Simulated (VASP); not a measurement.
Here is a VASP 6.6.1 calculation.

Contents of INCAR:

```
SYSTEM = CdO
AGGAC    = 1.0          
AGGAX    = 1.0          
ALDAC    = 0.0          
ALDAX    = 1.0          
ALGO     = Normal         ! electronic algorithm
EDIFF    = 1E-6           ! SCF threshold, eV
ENCUT    = 600            ! plane-wave cutoff, eV
GGA      = B5             ! functional
GGA_COMPAT= .False.      
ISIF     = 2              ! what is computed and relaxed
ISMEAR   = -1             ! smearing method
IVDW     = 12             ! dispersion correction
LASPH    = .True.         ! aspherical terms in the spheres
LCHARG   = .True.         ! write CHGCAR
LELF     = .True.         ! ELF
LREAL    = .False.        ! projectors in reciprocal space
LVHAR    = .True.       
LWAVE    = .False.        ! write WAVECAR
NBANDS   = 16             ! bands
NELM     = 120            ! most SCF steps
PREC     = Accurate       ! precision mode
SIGMA    = 0.05           ! smearing width, eV
VDW_A1   = 0.4298       
VDW_A2   = 4.2359       
VDW_S6   = 1.0          
VDW_S8   = 2.6996
```

File KPOINTS:

```
k-points
0
Gamma
  10 10 10
  0 0 0
```

Contents of POSCAR:

```
CdO
1.0
    0.0000000000      2.3495000000      2.3495000000
    2.3495000000      0.0000000000      2.3495000000
    2.3495000000      2.3495000000      0.0000000000
Cd O
1 1
Direct
    0.0000000000      0.0000000000      0.0000000000
    0.5000000000      0.5000000000      0.5000000000
```

Potentials or basis: VASP PAW PBE potentials, release 64 (Cd, O).

The run is started by

```console
$ cat potpaw_PBE.64/Cd/POTCAR potpaw_PBE.64/O/POTCAR > POTCAR
$ mpirun -np 1 vasp_std > vasp.out
```

Problem. Estimate the dispersion energy per atom.

Solution. -0.648 eV.

Problem. Estimate the pressure.

Solution. 5.5 GPa.

Problem. Predict the band gap on the k mesh.

Solution. Zero (band 9 reaches 2.42 eV, above the bottom of band 10 at 2.14 eV).

Caveat: the PAW data sets were made with another functional, which shifts forces and pressure a little; pairwise dispersion overbinds metals, which lowers pressure and volume.
